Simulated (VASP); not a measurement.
# ZrS (Fm-3m) in VASP: a series of runs

Runs on ZrS. Level: LDA. Tasks: single point, relaxation of cell and atoms.

All numbers are computed with VASP 6.6.1; they aren't measurements. Logs are shortened: lines on timing, memory, paths and dates and some standing lists are left out, and cuts for length are marked.

## (1) The cell of the first run

It takes space group Fm-3m (No. 225, cubic). The conventional cell has a = 5.138 Å, b = 5.138 Å, c = 5.138 Å, α = 90.00°, β = 90.00°, γ = 90.00°. Zr (site symmetry m-3m) has 6 S at 2.57 Å within 3.4 Å. S (site symmetry m-3m) has 6 Zr at 2.57 Å within 3.4 Å.

## (2) Single point, LDA

File INCAR:

```
SYSTEM = ZrS
PREC = Accurate
ENCUT = 500
EDIFF = 1E-6
ISMEAR = 0
SIGMA = 0.1
LREAL = .False.
LASPH = .True.
NELM = 120
ALGO = Normal
ISIF = 2
LWAVE = .False.
LCHARG = .False.
NBANDS = 16
GGA_COMPAT = .False.
```

File KPOINTS:

```
Automatic mesh
0
Gamma
  6 6 6
  0 0 0
```

File POSCAR:

```
ZrS
1.0
    0.0000000000      2.5690932210      2.5690932210
    2.5690932210      0.0000000000      2.5690932210
    2.5690932210      2.5690932210      0.0000000000
Zr S
1 1
Direct
    0.0000000000      0.0000000000      0.0000000000
    0.5000000000      0.5000000000      0.5000000000
```

Potentials or basis: VASP PAW LDA potentials, release 64 (Zr_sv, S).

Run with:

```sh
$ cat potpaw_LDA.64/Zr_sv/POTCAR potpaw_LDA.64/S/POTCAR > POTCAR
$ mpirun -np 1 vasp_std > vasp.out
```

OUTCAR:

```text
SYSTEM = ZrS
   PREC = Accurate
   ENCUT = 500
   EDIFF = 1E-6
   ISMEAR = 0
   LREAL = .False.
   LASPH = .True.
   NELM = 120
   ISIF = 2

 ion  position               nearest neighbor table
   1  0.000  0.000  0.000-   2 2.57   2 2.57   2 2.57   2 2.57   2 2.57   2 2.57
   2  0.500  0.500  0.500-   1 2.57   1 2.57   1 2.57   1 2.57   1 2.57   1 2.57

  LATTYP: Found a face centered cubic cell.
 ALAT       =     5.1381864420

  Lattice vectors:

 A1 = (   0.0000000000,   2.5690932210,   2.5690932210)
 A2 = (   2.5690932210,   0.0000000000,   2.5690932210)
 A3 = (   2.5690932210,   2.5690932210,   0.0000000000)

Analysis of symmetry for initial positions (statically):
=====================================================================
 Subroutine PRICEL returns:
 Original cell was already a primitive cell.

 Routine SETGRP: Setting up the symmetry group for a
 face centered cubic supercell.

 Subroutine GETGRP returns: Found 48 space group operations
 (whereof 48 operations were pure point group operations)
 out of a pool of 48 trial point group operations.

The static configuration has the point symmetry O_h .

Analysis of symmetry for dynamics (positions and initial velocities):
=====================================================================
 Subroutine PRICEL returns:
 Original cell was already a primitive cell.

 Routine SETGRP: Setting up the symmetry group for a
 face centered cubic supercell.

 Subroutine GETGRP returns: Found 48 space group operations
 (whereof 48 operations were pure point group operations)
 out of a pool of 48 trial point group operations.

The dynamic configuration has the point symmetry O_h .

 Subroutine INISYM returns: Found 48 space group operations
 (whereof 48 operations are pure point group operations),
 and found     1 'primitive' translations

----------------------------------------------------------------------------------------

                                     Primitive cell

  volume of cell :      33.9133

  direct lattice vectors                    reciprocal lattice vectors
     0.000000000  2.569093221  2.569093221    -0.194621198  0.194621198  0.194621198
     2.569093221  0.000000000  2.569093221     0.194621198 -0.194621198  0.194621198
     2.569093221  2.569093221  0.000000000     0.194621198  0.194621198 -0.194621198

  length of vectors
     3.633246476  3.633246476  3.633246476     0.337093803  0.337093803  0.337093803

  position of ions in fractional coordinates (direct lattice)
     0.000000000  0.000000000  0.000000000
     0.500000000  0.500000000  0.500000000

  ion indices of the primitive-cell ions
   primitive index   ion index
                 1           1
                 2           2

----------------------------------------------------------------------------------------

 KPOINTS: Automatic mesh

Automatic generation of k-mesh.
 Grid dimensions read from file:
 generate k-points for:    6    6    6

 Generating k-lattice:

  Cartesian coordinates                     Fractional coordinates (reciprocal lattice)
    -0.032436866  0.032436866  0.032436866     0.166666667  0.000000000  0.000000000
     0.032436866 -0.032436866  0.032436866     0.000000000  0.166666667  0.000000000
     0.032436866  0.032436866 -0.032436866     0.000000000  0.000000000  0.166666667

  Length of vectors
     0.056182300  0.056182300  0.056182300

  Shift w.r.t. Gamma in fractional coordinates (k-lattice)
     0.000000000  0.000000000  0.000000000

 Subroutine IBZKPT returns following result:
 ===========================================

 Found     16 irreducible k-points:

 Following reciprocal coordinates:
            Coordinates               Weight
  0.000000  0.000000  0.000000      1.000000
  0.166667  0.000000  0.000000      8.000000
  0.333333  0.000000  0.000000      8.000000
  0.500000  0.000000  0.000000      4.000000
  0.166667  0.166667  0.000000      6.000000
  0.333333  0.166667  0.000000     24.000000
[... 8 lines left out ...]
 -0.333333  0.333333  0.166667     24.000000
 -0.333333  0.500000  0.166667     12.000000
   k-points           NKPTS =     16   k-points in BZ     NKDIM =     16   number of bands    NBANDS=     16
   number of dos      NEDOS =    301   number of ions     NIONS =      2
   total plane-waves  NPLWV =  21952
   dimension x,y,z NGX =    28 NGY =   28 NGZ =   28
   dimension x,y,z NGXF=    56 NGYF=   56 NGZF=   56
   ions per type =               1   1
   NGX,Y,Z   is equivalent  to a cutoff of  12.81, 12.81, 12.81 a.u.
   NGXF,Y,Z  is equivalent  to a cutoff of  25.62, 25.62, 25.62 a.u.
 SYSTEM =  ZrS
   PREC   = accura    normal or accurate (medium, high low for compatibility)
   ISTART =      0    job   : 0-new  1-cont  2-samecut
   ICHARG =      2    charge: 1-file 2-atom 10-const
   ISPIN  =      1    spin polarized calculation?
   LNONCOLLINEAR =      F non collinear calculations
   LSORBIT =      F    spin-orbit coupling
   LASPH  =      T    aspherical Exc in radial PAW
   ENCUT  =  500.0 eV  36.75 Ry    6.06 a.u.   6.62  6.62  6.62*2*pi/ulx,y,z
   NELM   =    120;   NELMIN=  2; NELMDL= -5     # of ELM steps
   EDIFF  = 0.1E-05   stopping-criterion for ELM
   LREAL  =      F    real-space projection
   EDIFFG = 0.1E-04   stopping-criterion for IOM
   NSW    =      0    number of steps for IOM
   IBRION =     -1    ionic relax: 0-MD 1-quasi-New 2-CG
   NFREE  =      0    steps in history (QN), initial steepest desc. (CG)
   ISIF   =      2    stress and relaxation
   ISYM   =      2    0-nonsym 1-usesym 2-fastsym
   POTIM  = 0.5000    time-step for ionic-motion
   TEBEG  =    0.0;   TEEND  =   0.0 temperature during run
   PSTRESS=    0.0 pullay stress
   NELECT =      18.0000    total number of electrons
   NUPDOWN=      -1.0000    fix difference up-down
   EMIN   =  10.00;   EMAX   =-10.00  energy-range for DOS
   EFERMI =   0.00;   METHOD = LEGACY
   ISMEAR =     0;   SIGMA  =   0.10  broadening in eV -4-tet -1-fermi 0-gaus
   EFERMI_NEDOS =   21; number of points for ismear=-14 and -15
   IALGO  =     38    algorithm
   IMIX   =      4    mixing-type and parameters
     AMIX     =   0.40;   BMIX     =  1.00
     AMIX_MAG =   1.60;   BMIX_MAG =  1.00
  volume/ion in A,a.u.               =      16.96       114.43
  Fermi-wavevector in a.u.,A,eV,Ry     =   1.325488  2.504809 23.904327  1.756918
  Thomas-Fermi vector in A             =   2.454945
   LORBIT       =      0    0 simple, 1 ext, 2 COOP (PROOUT), +10 PAW based schemes
   GGA     = CA    functional components
   LHFCALC =     F    Hartree Fock is set to
   AEXX    =    0.0000 exact exchange contribution
   IVDW    =     0    specifies the selected vdW correction
   LEPSILON=     F    determine dielectric tensor
   LRPA    =     F    only Hartree local field effects (RPA)
 non-spin polarized calculation
 Gauss-broadening in eV      SIGMA  =   0.10
  energy-cutoff  :      500.00
  volume of cell :       33.91
 maximum number of plane-waves:       881
 NGX is ok and might be reduce to    28
   NGX = 13   NGY = 13   NGZ = 13

 number of electron      17.9999999 magnetization

 Free energy of the ion-electron system (eV)
  ---------------------------------------------------
  ext. energy  EPLUGINS =         0.00000000
  ---------------------------------------------------
  free energy    TOTEN  =       -17.11680600 eV

  energy without entropy =      -17.10342503  energy(sigma->0) =      -17.11011552

 E-fermi :  11.4518     XC(G=0): -11.8459

 val. band max:       11.4258515330   @ k =   0.3333   0.0000   0.0000
 cond. band min:      11.4617221579   @ k =  -0.3333   0.3333   0.1667
 fundamental gap:      0.0358706250
 Fermi energy:        11.4518363930

 k-point     1 :       0.0000    0.0000    0.0000
  band No.  band energies     occupation
      1     -38.2329      2.00000
      2     -16.3496      2.00000
      3     -16.3496      2.00000
      4     -16.3496      2.00000
      5      -4.6770      2.00000
      6       7.8627      2.00000
[... 8 lines left out ...]
     15      18.5736      0.00000
     16      24.3524      0.00000

 k-point     2 :       0.1667    0.0000    0.0000
  band No.  band energies     occupation
      1     -38.2236      2.00000
      2     -16.4695      2.00000
      3     -16.3596      2.00000
      4     -16.3596      2.00000
      5      -4.2873      2.00000
      6       6.1722      2.00000
[... 8 lines left out ...]
     15      19.6215      0.00000
     16      22.6008      0.00000

 k-point     3 :       0.3333    0.0000    0.0000
  band No.  band energies     occupation
      1     -38.2050      2.00000
      2     -16.6982      2.00000
      3     -16.3793      2.00000
      4     -16.3793      2.00000
      5      -3.4026      2.00000
      6       4.0094      2.00000
[... 8 lines left out ...]
     15      19.6662      0.00000
     16      19.6662      0.00000

 k-point     4 :       0.5000    0.0000    0.0000
  band No.  band energies     occupation
      1     -38.1957      2.00000
      2     -16.8075      2.00000
      3     -16.3891      2.00000
      4     -16.3891      2.00000
      5      -2.8648      2.00000
      6       3.0461      2.00000
[... 8 lines left out ...]
     15      17.5252      0.00000
     16      17.5252      0.00000

 k-point     5 :       0.1667    0.1667    0.0000
  band No.  band energies     occupation
      1     -38.2206      2.00000
      2     -16.4598      2.00000
      3     -16.3850      2.00000
      4     -16.3850      2.00000
      5      -4.2198      2.00000
      6       5.4189      2.00000
[... 8 lines left out ...]
     15      20.1252      0.00000
     16      21.9721      0.00000

 k-point     6 :       0.3333    0.1667    0.0000
  band No.  band energies     occupation
      1     -38.2052      2.00000
      2     -16.6220      2.00000
      3     -16.4125      2.00000
      4     -16.4100      2.00000
      5      -3.6629      2.00000
      6       4.3662      2.00000
[... 8 lines left out ...]
     15      19.5097      0.00000
     16      20.1100      0.00000

 k-point     7 :       0.5000    0.1667    0.0000
  band No.  band energies     occupation
      1     -38.1928      2.00000
      2     -16.7500      2.00000
      3     -16.4495      2.00000
      4     -16.4147      2.00000
      5      -3.1132      2.00000
      6       3.6310      2.00000
[... 8 lines left out ...]
     15      18.1389      0.00000
     16      19.1228      0.00000

 k-point     8 :      -0.3333    0.1667    0.0000
  band No.  band energies     occupation
      1     -38.1959      2.00000
      2     -16.7197      2.00000
      3     -16.4669      2.00000
      4     -16.3895      2.00000
      5      -3.1780      2.00000
      6       3.6910      2.00000
[... 8 lines left out ...]
     15      18.9775      0.00000
     16      19.2507      0.00000

 k-point     9 :      -0.1667    0.1667    0.0000
  band No.  band energies     occupation
      1     -38.2113      2.00000
      2     -16.5784      2.00000
      3     -16.4251      2.00000
      4     -16.3619      2.00000
      5      -3.7951      2.00000
      6       4.7877      2.00000
[... 8 lines left out ...]
     15      20.0346      0.00000
     16      20.1506      0.00000

 k-point    10 :       0.3333    0.3333    0.0000
  band No.  band energies     occupation
      1     -38.1962      2.00000
      2     -16.6363      2.00000
      3     -16.4554      2.00000
      4     -16.4554      2.00000
      5      -3.7355      2.00000
      6       4.4350      2.00000
[... 8 lines left out ...]
     15      20.1421      0.00000
     16      20.6786      0.00000

 k-point    11 :       0.5000    0.3333    0.0000
  band No.  band energies     occupation
      1     -38.1870      2.00000
      2     -16.6795      2.00000
      3     -16.5194      2.00000
      4     -16.4653      2.00000
      5      -3.5687      2.00000
      6       4.7421      2.00000
[... 8 lines left out ...]
     15      19.0596      0.00000
     16      21.2059      0.00000

 k-point    12 :      -0.3333    0.3333    0.0000
  band No.  band energies     occupation
      1     -38.1869      2.00000
      2     -16.6450      2.00000
      3     -16.6033      2.00000
      4     -16.4326      2.00000
      5      -3.2773      2.00000
      6       4.2797      2.00000
[... 8 lines left out ...]
     15      18.8299      0.00000
     16      19.9108      0.00000

 k-point    13 :       0.5000    0.5000    0.0000
  band No.  band energies     occupation
      1     -38.1841      2.00000
      2     -16.7049      2.00000
      3     -16.4904      2.00000
      4     -16.4904      2.00000
      5      -3.7814      2.00000
      6       5.0585      2.00000
[... 8 lines left out ...]
     15      20.2202      0.00000
     16      23.2182      0.00000

 k-point    14 :       0.5000    0.3333    0.1667
  band No.  band energies     occupation
      1     -38.1930      2.00000
      2     -16.6677      2.00000
      3     -16.5050      2.00000
      4     -16.4295      2.00000
      5      -3.4037      2.00000
      6       4.1990      2.00000
[... 8 lines left out ...]
     15      18.0798      0.00000
     16      19.6427      0.00000

 k-point    15 :      -0.3333    0.3333    0.1667
  band No.  band energies     occupation
      1     -38.1869      2.00000
      2     -16.6779      2.00000
      3     -16.5471      2.00000
      4     -16.4560      2.00000
      5      -3.2771      2.00000
      6       4.2952      2.00000
[... 8 lines left out ...]
     15      19.5605      0.00000
     16      20.0493      0.00000

 k-point    16 :      -0.3333    0.5000    0.1667
  band No.  band energies     occupation
      1     -38.1840      2.00000
      2     -16.6519      2.00000
      3     -16.5447      2.00000
      4     -16.5082      2.00000
      5      -3.5063      2.00000
      6       5.1525      2.00000
[... 8 lines left out ...]
     15      19.4654      0.00000
     16      21.0377      0.00000

------------------------ aborting loop because EDIFF is reached ----------------------------------------

  FORCE on cell =-STRESS in cart. coord.  units (eV):
  Direction    XX          YY          ZZ          XY          YZ          ZX
  --------------------------------------------------------------------------------------
  -------------------------------------------------------------------------------------
  Total        0.0482974      0.0482974      0.0482974     -0.0000000     -0.0000000      0.0000000
  in kB        2.2817307      2.2817307      2.2817307     -0.0000000     -0.0000000      0.0000000
  external PRESSURE =       2.2817307 kB  Pullay stress =       0.0000000 kB

 VOLUME and BASIS-vectors are now :
 -----------------------------------------------------------------------------
  energy-cutoff  :      500.00
  volume of cell :       33.91
      direct lattice vectors                 reciprocal lattice vectors
     0.000000000  2.569093221  2.569093221    -0.194621198  0.194621198  0.194621198
     2.569093221  0.000000000  2.569093221     0.194621198 -0.194621198  0.194621198
     2.569093221  2.569093221  0.000000000     0.194621198  0.194621198 -0.194621198

 POSITION                                       TOTAL-FORCE (eV/Angst)
 -----------------------------------------------------------------------------------
      0.00000      0.00000      0.00000        -0.000000      0.000000      0.000000
      2.56909      2.56909      2.56909         0.000000     -0.000000     -0.000000
 -----------------------------------------------------------------------------------
    total drift:                                0.000000      0.000000      0.000000

  FREE ENERGIE OF THE ION-ELECTRON SYSTEM (eV)
  ---------------------------------------------------
  free  energy   TOTEN  =       -17.1168060017 eV

  energy  without entropy=      -17.1034250331  energy(sigma->0) =      -17.11011552
```

Run time: 5.2 s. Hardware: 1 thread of AMD EPYC 9R45 (Zen 5), shared host; peak memory 0.11 GiB.

What came out:

| Item | Value |
| --- | --- |
| Free energy | -17.1168 eV |
| Pressure | 0.2 GPa |
| Band gap on the k mesh | zero (bands 9 and 10 overlap by 3.10 eV) |

Levels at points of the mesh, in eV from the Fermi level:
```tsv
k point	band 6	band 7	band 8	band 9	band 10	band 11	band 12	band 13
(0.00, 0.00, 0.00)	-3.59	-3.59	-3.59	-1.62	-1.62	-1.62	-0.89	-0.89
(0.50, 0.00, 0.00)	-8.41	-6.30	-6.30	1.48	1.48	1.88	1.90	5.91
(0.50, 0.50, 0.00)	-6.39	-4.55	-4.55	-3.86	0.41	2.47	2.47	2.97
```

[end of part 1 of 2]
